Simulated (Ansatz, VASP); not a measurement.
**NaHf in VASP and in Ansatz**

```
Na Hf
1.0
     0.00000    2.92763    2.92763
     2.92763    0.00000    2.92763
     2.92763    2.92763    0.00000
Na Hf
1 1
Direct
  0.00000 0.00000 0.00000
  0.50000 0.50000 0.50000
```

Alike in both runs: functional PBE; k mesh 6 × 6 × 6; occupations gaussian, width 0.1 eV; no spin polarisation.

Ansatz relaxed the structure, and its values are those at the end. VASP's run is a single point on that final structure, the one shown.

```csv
,VASP,Ansatz
version,VASP 6.6.1,Ansatz 0.2.0
potentials or method,"VASP PAW PBE potentials, release 64 (Na_pv, Hf_pv), cutoff 520 eV","scalar-relativistic, plane waves, PAW"
valence electrons in the cell,17,35
```

|  | VASP | Ansatz | Ansatz less VASP |
| --- | --- | --- | --- |
| gap on the k mesh at the Fermi level (eV) | none | none | - |
| pressure (GPa) | -0.1 | 0.0 | +0.09 |

A gap of «none» marks a metal or a gap that the smearing closes. VASP's potentials hold 17 valence electrons a cell and Ansatz's 35, so a difference there can come from the potentials and not from the codes.

Neither program's run includes spin-orbit coupling.
